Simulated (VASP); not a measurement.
The system is GaTe3W.

```
Ga Te W
1.0
     4.07534    0.00000    0.00000
     0.00000    4.07534    0.00000
     0.00000    0.00000    8.49979
Ga Te W
1 3 1
Direct
  0.50000 0.50000 0.00000
  0.00000 0.00000 0.23655
  0.00000 0.00000 0.76345
  0.50000 0.50000 0.50000
  0.00000 0.00000 0.00000
```

The cell was built from a structure type or drawn by symmetry, and may not be a known phase.

```yaml
Program: VASP 6.6.1
Task: relaxation of cell and atoms
Functional: PBE
Potentials_or_basis: VASP PAW PBE potentials, release 64 (Ga_d, Te, W_sv)
Cutoff: 600 eV
k_mesh: 4 × 4 × 2
Occupations: gaussian, width 0.1 eV
Spin: no spin polarisation
```

At the start: pressure 30.6 GPa; volume 28.23 Å³/atom.

Problem. Where does the relaxation end?

Solution. Over 16 steps the energy falls by 2048.9 meV/atom and the volume is 25.77 Å³/atom (-8.7 %); space group P4/mmm (No. 123, to 0.1 Å) before and after.

The path:
```
step  energy change (eV)  largest force (eV/Å)  pressure (GPa)  volume (Å³)
   1              0.0000               23.4666           30.64       141.17
   2             -5.0002                0.3581           -7.58       239.61
   3             -5.0296                0.3754           -7.54       236.98
   4             -5.0459                0.3868           -7.53       234.82
   5             -5.0638                0.4088           -7.74       221.98
   6             -5.9732                0.5462          -10.21       183.47
   7             -8.2488                1.4027          -10.96       162.80
   8             -9.5541                0.8834           -8.30       152.11
   9             -9.7505                0.7179           -4.60       146.67
  10             -9.7607                0.2631           -5.56       147.83
  11             -9.7614                0.3552           -5.38       147.58
  12            -10.2250                0.2757           -0.76       131.56
  13            -10.2396                0.2325            0.49       128.81
  14            -10.2396                0.2262            0.66       128.45
  15            -10.2395                0.2050           -0.37       129.25
  16            -10.2446                0.0030            0.12       128.85
```

Final structure:
```cif
data_structure
_symmetry_space_group_name_H-M 'P 1'
_symmetry_Int_Tables_number 1
_cell_length_a 3.8056
_cell_length_b 3.8056
_cell_length_c 8.8964
_cell_angle_alpha 90.000
_cell_angle_beta 90.000
_cell_angle_gamma 90.000
_cell_volume 128.85
loop_
_atom_site_label
_atom_site_type_symbol
_atom_site_fract_x
_atom_site_fract_y
_atom_site_fract_z
_atom_site_occupancy
Ga1 Ga 0.50000 0.50000 0.00000 1
Te1 Te 0.00000 0.00000 0.29132 1
Te2 Te 0.00000 0.00000 0.70868 1
Te3 Te 0.50000 0.50000 0.50000 1
W1 W 0.00000 0.00000 0.00000 1
```

Caveat: the k points lie up to 0.41 Å⁻¹ apart in the final cell, too coarse for converged energies and pressures of a metal.
